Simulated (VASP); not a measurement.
ZnS: single point with r2SCAN

Crystal: ZnS.

```
Zn S
1.0
     3.80874    0.00000    0.00000
    -1.90437    3.29846    0.00000
     0.00000    0.00000   12.46647
Zn S
4 4
Cartesian
  0.0000 0.0000 -0.0469
  0.0000 0.0000 6.2830
  0.0000 2.1990 3.0943
  1.9044 1.0995 9.3740
  0.0000 0.0000 2.4842
  0.0000 0.0000 8.4174
  0.0000 2.1990 5.4344
  1.9044 1.0995 11.7089
```

This cell differs from its parent crystal: atoms displaced along a vibrational mode.

```json
{
 "Program": "VASP 6.6.1",
 "Task": "single point",
 "Functional": "r2SCAN",
 "Potentials or basis": "VASP PAW PBE potentials, release 64 (Zn, S)",
 "Cutoff": "520 eV",
 "k mesh": "6 × 6 × 2",
 "Occupations": "gaussian, width 0.05 eV",
 "Spin": "no spin polarisation"
}
```

| Property | Result |
| --- | --- |
| Pressure | 0.7 GPa |
| Largest force | 2.722 eV/Å |
| Band gap on the k mesh | 2.26 eV |

Forces on the atoms (eV/Å):
```
Zn   0.000  0.000  0.981
Zn   0.000  0.000 -1.965
Zn   0.000  0.000  0.558
Zn   0.000  0.000 -0.696
S    0.000  0.000 -1.612
S    0.000  0.000  2.722
S    0.000  0.000  0.284
S    0.000  0.000 -0.272
```

Stress tensor (GPa, compression positive):
```
0.22 0.00 0.00
0.00 0.22 0.00
0.00 0.00 1.79
```

Levels at points of the mesh, in eV from the valence-band top:
```tsv
k point	band 32	band 33	band 34	band 35	band 36	band 37	band 38	band 39	band 40	band 41
(0.00, 0.00, 0.00)	-0.71	-0.71	-0.24	0.00	0.00	2.26	3.17	3.73	4.23	6.18
(0.50, 0.00, 0.00)	-2.09	-1.95	-1.82	-1.26	-0.91	3.13	3.40	3.79	4.54	4.99
(0.00, 0.00, 0.50)	-0.99	-0.63	-0.63	-0.02	-0.02	2.75	3.28	3.51	4.09	5.87
(0.50, 0.00, 0.50)	-2.30	-1.94	-1.74	-1.49	-0.96	3.37	3.81	3.95	4.42	4.52
```

Run time: 3.8 min on 1 thread of Intel(R) Xeon(R) 6975P-C (Granite Rapids), with other jobs on the host, peak memory 0.32 GiB.

Caveat: the cell differs from its parent crystal (atoms displaced along a vibrational mode); the PAW data sets were made with another functional, which shifts forces and pressure a little. A k mesh can miss the band edges.
